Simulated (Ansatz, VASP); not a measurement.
**One calculation of Mg2Si3N3, two programs**

The input INCAR:

```
  PREC = Accurate
  ENCUT = 600
  EDIFF = 1E-7
  ISMEAR = 0
  SIGMA = 0.1
  LREAL = False
  LASPH = True
  NELM = 120
  ALGO = Normal
  ISIF = 3
  LWAVE = False
  LCHARG = False
  GGA = PE
  IBRION = 2
  NSW = 100
  EDIFFG = -0.01
  GGA_COMPAT = False
  NELMIN = 4
```

The input KPOINTS:

```
Automatic mesh
0
Gamma
  8 8 6
```

File POSCAR:

```
Mg2Si3N3
1.0
    2.9668040161     -3.3987123551      0.0000000000
    2.9668040161      3.3987123551      0.0000000000
    0.0000000000      0.0000000000      5.5680548275
Mg Si N
2 3 3
Direct
    0.7509988078      0.7509988078      0.6812016176
    0.2490011922      0.2490011922      0.6812016176
    0.7231645090      0.2768354910      0.2783554346
    0.0000000000      0.0000000000      0.0430399235
    0.2768354910      0.7231645090      0.2783554346
    0.5000000000      0.5000000000      0.1103728691
    0.0000000000      0.5000000000      0.4637365515
    0.5000000000      0.0000000000      0.4637365515
```

Input for Ansatz:

```yaml
crystal:
  lattice:
    - [2.9668040161, -3.3987123551, 0.0]
    - [2.9668040161, 3.3987123551, 0.0]
    - [0.0, 0.0, 5.5680548275]
  atoms:
    - { symbol: Mg, position: [0.7509988078, 0.7509988078, 0.6812016176] }
    - { symbol: Mg, position: [0.2490011922, 0.2490011922, 0.6812016176] }
    - { symbol: Si, position: [0.723164509, 0.276835491, 0.2783554346] }
    - { symbol: Si, position: [0.0, 0.0, 0.0430399235] }
    - { symbol: Si, position: [0.276835491, 0.723164509, 0.2783554346] }
    - { symbol: "N", position: [0.5, 0.5, 0.1103728691] }
    - { symbol: "N", position: [0.0, 0.5, 0.4637365515] }
    - { symbol: "N", position: [0.5, 0.0, 0.4637365515] }
basis:
  ecutwfc: 420
kpoints:
  mp_grid: { grid: [8, 8, 6] }
hamiltonian:
  xc: pbe
scf:
  occupations: { method: gaussian, width: 0.1 }
output:
  forces: true
  stress: true
  eigenvalues: true
relax:
  adjacent_minimum: "off"
  f_tol: 0.01
  max_steps: 80
  cell: { stress_tol: 0.05 }
```

Alike in both runs: task relaxation of cell and atoms; functional PBE; k mesh 8 × 8 × 6; occupations gaussian, width 0.1 eV; no spin polarisation.

|  | VASP | Ansatz |
| --- | --- | --- |
| version | VASP 6.6.1 | Ansatz 0.2.0 |
| potentials or method | VASP PAW PBE potentials, release 64 (Mg, Si, N), cutoff 600 eV | scalar-relativistic, plane waves, PAW |
| valence electrons in the cell | 31 | 47 |

|  | VASP | Ansatz | Ansatz less VASP |
| --- | --- | --- | --- |
| gap on the k mesh at the Fermi level, each at its own relaxed structure (eV) | none | none | - |
| relaxed volume (Å³/atom) | 14.01 | 14.04 | +0.031 |
| relaxed cell length with the largest relative difference (Å) | 5.570 | 5.577 | +0.0063 |

A gap of «none» marks a metal or a gap that the smearing closes. VASP's potentials hold 31 valence electrons a cell and Ansatz's 47, so a difference there can come from the potentials and not from the codes.
